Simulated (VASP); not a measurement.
A run of VASP 6.6.1 is set up as follows.

Contents of INCAR:

```
SYSTEM = TaN
PREC = Accurate
ENCUT = 520
EDIFF = 1E-6
ISMEAR = 0
SIGMA = 0.1
LREAL = .False.
LASPH = .True.
NELM = 60
ALGO = Normal
ISIF = 2
LWAVE = .False.
LCHARG = .True.
GGA = PS
LELF = .True.
LVHAR = .True.
NBANDS = 15
```

Contents of KPOINTS:

```
Automatic mesh
0
Gamma
  18 18 14
  0 0 0
```

The input POSCAR:

```
TaN
1.0
    2.9547796270      0.0000000000      0.0000000000
   -1.4773898135      2.5589142196      0.0000000000
    0.0000000000      0.0000000000      2.8955462501
Ta N
1 1
Direct
    0.3333333333      0.6666666667      0.5000000000
    0.0000000000      0.0000000000      0.0000000000
```

Potentials or basis: VASP PAW PBE potentials, release 64 (Ta_pv, N).

Run with:

```console
$ cat potpaw_PBE.64/Ta_pv/POTCAR potpaw_PBE.64/N/POTCAR > POTCAR
$ mpirun -np 1 vasp_std > vasp.out
```

**Question.** What does it give for the band gap on the k mesh?

**Answer.** Zero (bands 8 and 9 overlap by 0.34 eV).

**Question.** Predict the pressure.

**Answer.** -9.3 GPa.

Stress tensor (GPa, compression positive):
```
-9.38  0.00  0.00
 0.00 -9.38  0.00
 0.00  0.00 -9.21
```

Caveat: the cell stands under tension; the PAW data sets were made with another functional, which shifts forces and pressure a little; spin-orbit coupling is left out, which moves the levels of the heavy elements.
